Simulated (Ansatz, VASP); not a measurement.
# One calculation of CdS, two programs

File POSCAR:

```
CdS
1.0
    0.0000000000      2.9392138883      2.9392138883
    2.9392138883      0.0000000000      2.9392138883
    2.9392138883      2.9392138883      0.0000000000
Cd S
1 1
Direct
    0.0000000000      0.0000000000      0.0000000000
    0.2500000000      0.2500000000      0.2500000000
```

INCAR.step1

```
ALGO = Normal
EDIFF = 1E-5
ENCUT = 520
GGA = PE
ISIF = 2
ISMEAR = 0
LASPH = True
LREAL = False
LWAVE = True
NBANDS = 16
NELM = 60
PREC = Accurate
SIGMA = 0.01
```

The input INCAR.step2:

```
AEXX = 0.2
ALGO = Normal
EDIFF = 1E-6
ENCUT = 520
GGA = PE
HFSCREEN = 0.5
ISIF = 2
ISMEAR = 0
ISTART = 1
LASPH = True
LCHARG = True
LELF = True
LHFCALC = True
LREAL = False
LVHAR = True
LWAVE = False
NBANDS = 16
NELM = 60
PREC = Accurate
PRECFOCK = Normal
SIGMA = 0.01
```

KPOINTS

```
k-points
0
Gamma
  4 4 4
```

Input for Ansatz:

```yaml
crystal:
  lattice:
    - [0.0, 2.9392138883, 2.9392138883]
    - [2.9392138883, 0.0, 2.9392138883]
    - [2.9392138883, 2.9392138883, 0.0]
  atoms:
    - { symbol: Cd, position: [0.0, 0.0, 0.0] }
    - { symbol: S, position: [0.25, 0.25, 0.25] }
kpoints:
  mp_grid: { grid: [4, 4, 4] }
hamiltonian:
  xc: { exchange: pbe, correlation: pbe, exx: { coeff: 0.2, omega: 0.5 } }
scf:
  occupations: { method: fixed }
  n_extra_bands: 4
output:
  forces: true
  stress: true
  eigenvalues: true
```

Alike in both runs: task single point; functional PBE-based screened hybrid; k mesh 4 × 4 × 4; no spin polarisation.

```csv
,VASP,Ansatz
version,VASP 6.6.1,Ansatz 0.2.0
potentials or method,"VASP PAW PBE potentials, release 64 (Cd, S)",plane waves
plane-wave cutoff (eV),520,420
occupations,"gaussian, width 0.01 eV",fixed
valence electrons in the cell,18,26
```

|  | VASP | Ansatz | Ansatz less VASP |
| --- | --- | --- | --- |
| gap on the k mesh at the Fermi level (eV) | 1.51 | 1.51 | -0.004 |
| pressure (GPa) | 1.3 | 1.0 | -0.30 |

VASP's potentials were made for PBE, not for PBE-based screened hybrid. VASP's potentials hold 18 valence electrons a cell and Ansatz's 26, so a difference there can come from the potentials and not from the codes. Ansatz's warnings: stress exchange threshold loose, stress scf threshold loose.

The k mesh is coarse, so the values compare programs but aren't converged.
